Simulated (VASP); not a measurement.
Wanted: the native input for a VASP 6.6.1 run.

```
Task                   : single point
Functional             : PBEsol
Potentials or basis    : VASP PAW PBE potentials, release 64 (Al)
Cutoff                 : 520 eV
k mesh                 : 20 × 20 × 20
Occupations            : gaussian, width 0.15 eV
Spin                   : no spin polarisation
Dipole correction      : no
Further INCAR settings : ALGO = Normal; EDIFF = 1e-06; NBANDS = 8
```

The structure of Al lies in POSCAR:

```
Al
1.0
    0.0000000000      2.0846994000      2.0239800000
    2.0846994000      0.0000000000      2.0239800000
    2.0846994000      2.0846994000      0.0000000000
Al
1
Direct
    0.0000000000      0.0000000000      0.0000000000
```

This cell differs from its parent crystal: strain +0.030 along x and y, +0.000 along z.

These files were run (other wordings do the same):

INCAR

```
SYSTEM = Al
PREC     = Accurate       ! precision mode
ENCUT    = 520            ! plane-wave cutoff, eV
EDIFF    = 1E-6           ! SCF threshold, eV
ISMEAR   = 0              ! smearing method
SIGMA    = 0.15           ! smearing width, eV
LREAL    = .FALSE.        ! projectors in reciprocal space
LASPH    = .TRUE.         ! aspherical terms in the spheres
NELM     = 100            ! most SCF steps
ALGO     = Normal         ! electronic algorithm
ISIF     = 2              ! what is computed and relaxed
LWAVE    = .FALSE.        ! write WAVECAR
LCHARG   = .FALSE.        ! write CHGCAR
GGA      = PS             ! functional
NBANDS   = 8              ! bands
```

KPOINTS

```
regular mesh
0
G
  20 20 20
  0 0 0
```

Potentials or basis: VASP PAW PBE potentials, release 64 (Al).

Command:

```sh
$ cat potpaw_PBE.64/Al/POTCAR > POTCAR
$ mpirun -np 1 vasp_std > vasp.out
```

Results of the run:

```yaml
Pressure: -5.6 GPa
```

Caveat: the cell differs from its parent crystal (strain +0.030 along x and y, +0.000 along z); the PAW data sets were made with another functional, which shifts forces and pressure a little.

Run time: 40 s on 1 thread of Intel(R) Xeon(R) Platinum 8259CL CPU @ 2.50GHz (Skylake/Cascade Lake), with other jobs on the host, peak memory 0.19 GiB.
